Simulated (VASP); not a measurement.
# Fe (P6_3/mmc) in VASP: notebook

The runs below take Fe through single point, relaxation of cell and atoms, with PBEsol+D4, PBE+D3(BJ), PBE+D4.

Everything below comes from runs of VASP 6.6.1. Logs are shortened: lines on timing, memory, paths and dates and some standing lists are left out, and cuts for length are marked.

## Step 1: The cell of the first run

It takes space group P6_3/mmc (No. 194, hexagonal). Conventional cell: a = 2.384 Å, b = 2.384 Å, c = 3.764 Å, α = 90.00°, β = 90.00°, γ = 120.00°. Fe (site symmetry -6m2) has 12 Fe at 2.33 to 2.38 Å within 3.1 Å.

## Step 2: Single point, PBEsol+D4, collinear spin, ferromagnetic start

INCAR reads:

```
SYSTEM = Fe
PREC     = Accurate       ! precision mode
ENCUT    = 600            ! plane-wave cutoff, eV
EDIFF    = 1E-6           ! SCF threshold, eV
ISMEAR   = -1             ! smearing method
SIGMA    = 0.05           ! smearing width, eV
LREAL    = .False.        ! projectors in reciprocal space
LASPH    = .True.         ! aspherical terms in the spheres
NELM     = 200            ! most SCF steps
ALGO     = Normal         ! electronic algorithm
ISIF     = 2              ! what is computed and relaxed
LWAVE    = .False.        ! write WAVECAR
LCHARG   = .False.        ! write CHGCAR
ISPIN    = 2              ! spin polarisation
MAGMOM   = 3 3            ! initial moments
LORBIT   = 11             ! projections on sites
LMAXMIX  = 4              ! l up to which the mixer works
GGA      = PS             ! functional
IVDW     = 13             ! dispersion correction
NBANDS   = 27             ! bands
GGA_COMPAT= .False.
```

KPOINTS reads:

```
Automatic mesh
0
Gamma
  12 12 7
  0 0 0
```

POSCAR reads:

```
Fe
1.0
    2.3844669570      0.0000000000      0.0000000000
   -1.1922334785      2.0650089592      0.0000000000
    0.0000000000      0.0000000000      3.7635056374
Fe
2
Direct
    0.6666666667      0.3333333333      0.7500000000
    0.3333333333      0.6666666667      0.2500000000
```

Potentials or basis: VASP PAW PBE potentials, release 64 (Fe_sv).

Run with:

```bash
$ cat potpaw_PBE.64/Fe_sv/POTCAR > POTCAR
$ mpirun -np 1 vasp_std > vasp.out
```

OUTCAR:

```text
SYSTEM = Fe
   PREC = Accurate
   ENCUT = 600
   EDIFF = 1E-6
   ISMEAR = -1
   LREAL = .False.
   LASPH = .True.
   NELM = 200
   ISIF = 2
   ISPIN = 2
   LORBIT = 11
   GGA = PS
   IVDW = 13

 ion  position               nearest neighbor table
   1  0.667  0.333  0.750-   2 2.33   2 2.33   2 2.33   2 2.33   2 2.33   2 2.33
   2  0.333  0.667  0.250-   1 2.33   1 2.33   1 2.33   1 2.33   1 2.33   1 2.33

  LATTYP: Found a hexagonal cell.
 ALAT       =     2.3844669570
 C/A-ratio  =     1.5783425417

  Lattice vectors:

 A1 = (   2.3844669570,   0.0000000000,   0.0000000000)
 A2 = (  -1.1922334785,   2.0650089592,   0.0000000000)
 A3 = (   0.0000000000,   0.0000000000,   3.7635056374)

Analysis of symmetry for initial positions (statically):
=====================================================================
 Subroutine PRICEL returns:
 Original cell was already a primitive cell.

 Routine SETGRP: Setting up the symmetry group for a
 hexagonal supercell.

 Subroutine GETGRP returns: Found 24 space group operations
 (whereof 12 operations were pure point group operations)
 out of a pool of 24 trial point group operations.

The static configuration has the point symmetry D_3d.
 The point group associated with its full space group is D_6h.

Analysis of symmetry for dynamics (positions and initial velocities):
=====================================================================
 Subroutine PRICEL returns:
 Original cell was already a primitive cell.

 Routine SETGRP: Setting up the symmetry group for a
 hexagonal supercell.

 Subroutine GETGRP returns: Found 24 space group operations
 (whereof 12 operations were pure point group operations)
 out of a pool of 24 trial point group operations.

The dynamic configuration has the point symmetry D_3d.
 The point group associated with its full space group is D_6h.

Analysis of structural, dynamic, and magnetic symmetry:
=====================================================================
 Subroutine PRICEL returns:
 Original cell was already a primitive cell.

 Routine SETGRP: Setting up the symmetry group for a
 hexagonal supercell.

 Subroutine GETGRP returns: Found 24 space group operations
 (whereof 12 operations were pure point group operations)
 out of a pool of 24 trial point group operations.

The overall configuration has the point symmetry D_3d.
 The point group associated with its full space group is D_6h.

 Subroutine INISYM returns: Found 24 space group operations
 (whereof 12 operations are pure point group operations),
 and found     1 'primitive' translations

----------------------------------------------------------------------------------------

                                     Primitive cell

  volume of cell :      18.5313

  direct lattice vectors                    reciprocal lattice vectors
     2.384466957  0.000000000  0.000000000     0.419380943  0.242129700  0.000000000
    -1.192233478  2.065008959  0.000000000     0.000000000  0.484259400  0.000000000
     0.000000000  0.000000000  3.763505637     0.000000000  0.000000000  0.265709712

  length of vectors
     2.384466957  2.384466957  3.763505637     0.484259400  0.484259400  0.265709712

  position of ions in fractional coordinates (direct lattice)
     0.666666667  0.333333333  0.750000000
     0.333333333  0.666666667  0.250000000

  ion indices of the primitive-cell ions
   primitive index   ion index
                 1           1
                 2           2

----------------------------------------------------------------------------------------

 KPOINTS: Automatic mesh

Automatic generation of k-mesh.
 Grid dimensions read from file:
 generate k-points for:   12   12    7

 Generating k-lattice:

  Cartesian coordinates                     Fractional coordinates (reciprocal lattice)
     0.034948412  0.020177475  0.000000000     0.083333333  0.000000000  0.000000000
     0.000000000  0.040354950  0.000000000     0.000000000  0.083333333  0.000000000
     0.000000000  0.000000000  0.037958530     0.000000000  0.000000000  0.142857143

  Length of vectors
     0.040354950  0.040354950  0.037958530

  Shift w.r.t. Gamma in fractional coordinates (k-lattice)
     0.000000000  0.000000000  0.000000000

 Subroutine IBZKPT returns following result:
 ===========================================

 Found     76 irreducible k-points:

 Following reciprocal coordinates:
            Coordinates               Weight
  0.000000  0.000000  0.000000      1.000000
  0.083333  0.000000  0.000000      6.000000
  0.166667  0.000000  0.000000      6.000000
  0.250000  0.000000  0.000000      6.000000
  0.333333  0.000000  0.000000      6.000000
  0.416667  0.000000  0.000000      6.000000
[... 16 lines left out ...]
  0.250000  0.000000  0.142857     12.000000
  0.333333  0.000000  0.142857     12.000000
 [... further k-points ...]
   k-points           NKPTS =     76   k-points in BZ     NKDIM =     76   number of bands    NBANDS=     27
   number of dos      NEDOS =    301   number of ions     NIONS =      2
   total plane-waves  NPLWV =  12000
   dimension x,y,z NGX =    20 NGY =   20 NGZ =   30
   dimension x,y,z NGXF=    40 NGYF=   40 NGZF=   60
   ions per type =               2
   NGX,Y,Z   is equivalent  to a cutoff of  13.94, 13.94, 13.25 a.u.
   NGXF,Y,Z  is equivalent  to a cutoff of  27.89, 27.89, 26.50 a.u.
 SYSTEM =  Fe
   PREC   = accura    normal or accurate (medium, high low for compatibility)
   ISTART =      0    job   : 0-new  1-cont  2-samecut
   ICHARG =      2    charge: 1-file 2-atom 10-const
   ISPIN  =      2    spin polarized calculation?
   LNONCOLLINEAR =      F non collinear calculations
   LSORBIT =      F    spin-orbit coupling
   LASPH  =      T    aspherical Exc in radial PAW
   ENCUT  =  600.0 eV  44.10 Ry    6.64 a.u.   4.76  4.76  7.52*2*pi/ulx,y,z
   NELM   =    200;   NELMIN=  2; NELMDL= -5     # of ELM steps
   EDIFF  = 0.1E-05   stopping-criterion for ELM
   LREAL  =      F    real-space projection
   EDIFFG = 0.1E-04   stopping-criterion for IOM
   NSW    =      0    number of steps for IOM
   IBRION =     -1    ionic relax: 0-MD 1-quasi-New 2-CG
   NFREE  =      0    steps in history (QN), initial steepest desc. (CG)
   ISIF   =      2    stress and relaxation
   ISYM   =      2    0-nonsym 1-usesym 2-fastsym
   POTIM  = 0.5000    time-step for ionic-motion
   TEBEG  =    0.0;   TEEND  =   0.0 temperature during run
   PSTRESS=    0.0 pullay stress
   NELECT =      32.0000    total number of electrons
   NUPDOWN=      -1.0000    fix difference up-down
   EMIN   =  10.00;   EMAX   =-10.00  energy-range for DOS
   EFERMI =   0.00;   METHOD = LEGACY
   ISMEAR =    -1;   SIGMA  =   0.05  broadening in eV -4-tet -1-fermi 0-gaus
   EFERMI_NEDOS =   21; number of points for ismear=-14 and -15
   IALGO  =     38    algorithm
   IMIX   =      4    mixing-type and parameters
     AMIX     =   0.40;   BMIX     =  1.00
     AMIX_MAG =   1.60;   BMIX_MAG =  1.00
  volume/ion in A,a.u.               =       9.27        62.53
  Fermi-wavevector in a.u.,A,eV,Ry     =   1.964067  3.711548 52.485259  3.857558
  Thomas-Fermi vector in A             =   2.988354
   LORBIT       =     11    0 simple, 1 ext, 2 COOP (PROOUT), +10 PAW based schemes
   GGA     = PS    functional components
   LHFCALC =     F    Hartree Fock is set to
   AEXX    =    0.0000 exact exchange contribution
   IVDW    =    13    specifies the selected vdW correction
   LEPSILON=     F    determine dielectric tensor
   LRPA    =     F    only Hartree local field effects (RPA)
 spin polarized calculation
  energy-cutoff  :      600.00
  volume of cell :       18.53
 maximum number of plane-waves:       639
 NGX is ok and might be reduce to    20
   NGX =  9   NGY =  9   NGZ = 15

 number of electron      31.9999999 magnetization      -0.0068865

 number of electron      31.9999999 magnetization       0.0002678

 Free energy of the ion-electron system (eV)
  ---------------------------------------------------
  ext. energy  EPLUGINS =         0.00000000
  ---------------------------------------------------
  free energy    TOTEN  =       -18.07598321 eV

  energy without entropy =      -18.05809550  energy(sigma->0) =      -18.06703936

 E-fermi :  15.5853     XC(G=0): -15.2628

 val. band max:       15.5608471309   @ k =   0.3333   0.3333   0.2857
 cond. band min:      15.5864056499   @ k =   0.3333   0.2500   0.2857
 fundamental gap:      0.0255585190
 Fermi energy:        15.5853032444

 spin component 1

 k-point     1 :       0.0000    0.0000    0.0000
  band No.  band energies     occupation
      1     -71.5789      1.00000
      2     -71.3756      1.00000
      3     -38.1530      1.00000
      4     -37.4001      1.00000
      5     -37.4001      1.00000
      6     -37.2689      1.00000
[... 19 lines left out ...]
     26      43.1724      0.00000
     27      44.0933      0.00000
[... 661 lines left out ...]
 k-point    24 :       0.3333    0.0000    0.1429
  band No.  band energies     occupation
      1     -71.4525      1.00000
      2     -71.3472      1.00000
      3     -37.9500      1.00000
      4     -37.7764      1.00000
      5     -37.7150      1.00000
      6     -37.5282      1.00000
[... 19 lines left out ...]
     26      40.0449      0.00000
     27      42.6270      0.00000

 [... further k-points ...]

 spin component 2

 k-point     1 :       0.0000    0.0000    0.0000
  band No.  band energies     occupation
      1     -71.5788      1.00000
      2     -71.3754      1.00000
      3     -38.1528      1.00000
      4     -37.3999      1.00000
      5     -37.3999      1.00000
      6     -37.2687      1.00000
[... 19 lines left out ...]
     26      43.1725      0.00000
     27      44.0933      0.00000
[... 661 lines left out ...]
 k-point    24 :       0.3333    0.0000    0.1429
  band No.  band energies     occupation
      1     -71.4524      1.00000
      2     -71.3471      1.00000
      3     -37.9498      1.00000
      4     -37.7763      1.00000
      5     -37.7149      1.00000
      6     -37.5280      1.00000
[... 19 lines left out ...]
     26      40.0449      0.00000
     27      42.6272      0.00000

 [... further k-points ...]

------------------------ aborting loop because EDIFF is reached ----------------------------------------

  DFT-D4 for vdW energy calculation

  Edisp (eV):   -0.49006

  FORCE on cell =-STRESS in cart. coord.  units (eV):
  Direction    XX          YY          ZZ          XY          YZ          ZX
  --------------------------------------------------------------------------------------
  -------------------------------------------------------------------------------------
  Total       1.35225     1.35225     1.69814    -0.00000     0.00000     0.00000
  in kB     116.91291   116.91291   146.81735    -0.00000     0.00000     0.00000
  external pressure =      126.88 kB  Pullay stress =        0.00 kB

 VOLUME and BASIS-vectors are now :
 -----------------------------------------------------------------------------
  energy-cutoff  :      600.00
  volume of cell :       18.53
      direct lattice vectors                 reciprocal lattice vectors
     2.384466957  0.000000000  0.000000000     0.419380943  0.242129700  0.000000000
    -1.192233478  2.065008959  0.000000000     0.000000000  0.484259400  0.000000000
     0.000000000  0.000000000  3.763505637     0.000000000  0.000000000  0.265709712

 POSITION                                       TOTAL-FORCE (eV/Angst)
 -----------------------------------------------------------------------------------
      1.19223      0.68834      2.82263         0.000000     -0.000000      0.000000
     -0.00000      1.37667      0.94088        -0.000000      0.000000      0.000000
 -----------------------------------------------------------------------------------
    total drift:                               -0.000000      0.000000     -0.000000

  FREE ENERGIE OF THE ION-ELECTRON SYSTEM (eV)
  ---------------------------------------------------
  free  energy   TOTEN  =       -18.5660405726 eV

  energy  without entropy=      -18.5481528555  energy(sigma->0) =      -18.55709671

 total charge

# of ion       s       p       d       tot
------------------------------------------
    1        2.227   6.074   5.576  13.877
    2        2.227   6.074   5.576  13.877
--------------------------------------------------
tot          4.454  12.148  11.152  27.754

 magnetization (x)

# of ion       s       p       d       tot
------------------------------------------
    1       -0.000  -0.000   0.000   0.000
    2       -0.000  -0.000   0.000   0.000
--------------------------------------------------
tot         -0.000  -0.000   0.000   0.000
```

It took 52 s on 1 thread of Intel Xeon Platinum 8375C at 2.90GHz (Ice Lake), shared host; peak memory 0.19 GiB.

Results:

- Free energy: -18.5660 eV
- Pressure: 12.7 GPa
- Band gap on the k mesh: zero (filled and empty bands overlap)
- Net moment: 0.00 μB per cell
- Valence electrons inside the program's atomic spheres: Fe 13.88
- Dispersion energy per atom: -0.245 eV

Stress tensor (GPa, compression positive):
```
11.69  0.00  0.00
 0.00 11.69  0.00
 0.00  0.00 14.68
```

Levels at points of the mesh, in eV from the Fermi level:
Spin up:
```csv
k point,band 13,band 14,band 15,band 16,band 17,band 18,band 19,band 20
"(0.00, 0.00, 0.00)",-1.78,-1.40,-1.40,-1.01,-1.01,0.46,0.81,0.81
"(0.50, 0.00, 0.00)",-2.30,-1.77,-1.25,0.93,1.20,1.25,2.98,5.34
```
Spin down:
| k point | band 14 | band 15 | band 16 | band 17 | band 18 | band 19 |
| --- | --- | --- | --- | --- | --- | --- |
| (0.00, 0.00, 0.00) | -1.40 | -1.40 | -1.01 | -1.01 | 0.46 | 0.81 |
| (0.50, 0.00, 0.00) | -1.77 | -1.25 | 0.93 | 1.20 | 1.25 | 2.98 |

Caveat: the starting moments collapsed, and a magnetic state may lie lower; the PAW data sets were made with another functional, which shifts forces and pressure a little; pairwise dispersion overbinds metals, which lowers pressure and volume.

## Step 3: Single point, PBE+D3(BJ), collinear spin, ferromagnetic start

This run uses another cell than the first one, of 9.97 Å³/atom, 1.076 times its volume.

INCAR reads:

```
PREC = Accurate ; ENCUT = 600
EDIFF = 1E-6 ; ISMEAR = -1
SIGMA = 0.05 ; LREAL = False
LASPH = True ; NELM = 200
ALGO = Normal ; ISIF = 2
LWAVE = False ; LCHARG = False
ISPIN = 2 ; MAGMOM = 3 3
LORBIT = 11 ; LMAXMIX = 4
GGA = PE ; IVDW = 12
NBANDS = 19 ; GGA_COMPAT = False
```

KPOINTS reads:

```
Automatic mesh
0
Gamma
  12 12 7
```

POSCAR reads:

```
Fe
1.0
    2.4403767188      0.0000000000      0.0000000000
   -1.2201883594      2.1134282333      0.0000000000
    0.0000000000      0.0000000000      3.8676019052
Fe
2
Direct
    0.6666666667      0.3333333333      0.7500000000
    0.3333333333      0.6666666667      0.2500000000
```

Potentials or basis: VASP PAW PBE potentials, release 64 (Fe).

Run with:

```bash
$ cat potpaw_PBE.64/Fe/POTCAR > POTCAR
$ mpirun -np 1 vasp_std > vasp.out
```

OUTCAR:

```text
PREC = Accurate
   ENCUT = 600
   EDIFF = 1E-6
   ISMEAR = -1
   LREAL = False
   LASPH = True
   NELM = 200
   ISIF = 2
   ISPIN = 2
   LORBIT = 11
   GGA = PE
   IVDW = 12
 IVDW          = 12

 ion  position               nearest neighbor table
   1  0.667  0.333  0.750-   2 2.39   2 2.39   2 2.39   2 2.39   2 2.39   2 2.39
   2  0.333  0.667  0.250-   1 2.39   1 2.39   1 2.39   1 2.39   1 2.39   1 2.39

  LATTYP: Found a hexagonal cell.
 ALAT       =     2.4403767188
 C/A-ratio  =     1.5848380602

[... 1281 lines left out ...]
  in kB      -7.43475    -7.43475    -8.16264     0.00000    -0.00000     0.00000
  external pressure =       -7.68 kB  Pullay stress =        0.00 kB

 VOLUME and BASIS-vectors are now :
 -----------------------------------------------------------------------------
  energy-cutoff  :      600.00
  volume of cell :       19.95
      direct lattice vectors                 reciprocal lattice vectors
     2.440376719  0.000000000  0.000000000     0.409772800  0.236582436  0.000000000
    -1.220188359  2.113428233  0.000000000     0.000000000  0.473164872  0.000000000
     0.000000000  0.000000000  3.867601905     0.000000000  0.000000000  0.258558152

 POSITION                                       TOTAL-FORCE (eV/Angst)
 -----------------------------------------------------------------------------------
      1.22019      0.70448      2.90070        -0.000000     -0.000000      0.000000
     -0.00000      1.40895      0.96690         0.000000      0.000000      0.000000
 -----------------------------------------------------------------------------------
    total drift:                                0.000000     -0.000000     -0.000000

  FREE ENERGIE OF THE ION-ELECTRON SYSTEM (eV)
  ---------------------------------------------------
  free  energy   TOTEN  =       -17.1305335753 eV

  energy  without entropy=      -17.1108399587  energy(sigma->0) =      -17.12068677

 total charge

# of ion       s       p       d       tot
------------------------------------------
    1        0.547   0.658   6.363   7.568
    2        0.547   0.658   6.363   7.568
--------------------------------------------------
tot          1.093   1.315  12.727  15.135

 magnetization (x)

# of ion       s       p       d       tot
------------------------------------------
    1       -0.000  -0.000   0.000   0.000
    2       -0.000  -0.000   0.000   0.000
--------------------------------------------------
tot         -0.000  -0.000   0.000   0.000
```

stdout:

```text
POSCAR found type information on POSCAR Fe
 POSCAR found :  1 types and       2 ions
 scaLAPACK will be used
 LDA part: xc-table for (Slater+PW92), standard interpolation
 POSCAR, INCAR and KPOINTS ok, starting setup
 FFT: planning ... GRIDC
 FFT: planning ... GRID_SOFT
 FFT: planning ... GRID
 WAVECAR not read
 entering main loop
```

Run time: 40 s. Hardware: 1 thread of Intel Xeon Platinum 8488C (Sapphire Rapids), shared host; peak memory 0.19 GiB.

What came out:

```yaml
Free_energy: -17.1305 eV
Pressure: -0.8 GPa
Band_gap_on_the_k_mesh: zero (filled and empty bands overlap)
Net_moment: 0.00 μB per cell
Valence_electrons_inside_the_program's_atomic_spheres: Fe 7.57
Dispersion_energy_per_atom: -0.409 eV
```

Caveat: the starting moments collapsed, and a magnetic state may lie lower; pairwise dispersion overbinds metals, which lowers pressure and volume.

(Continued in part 2 of 2.)
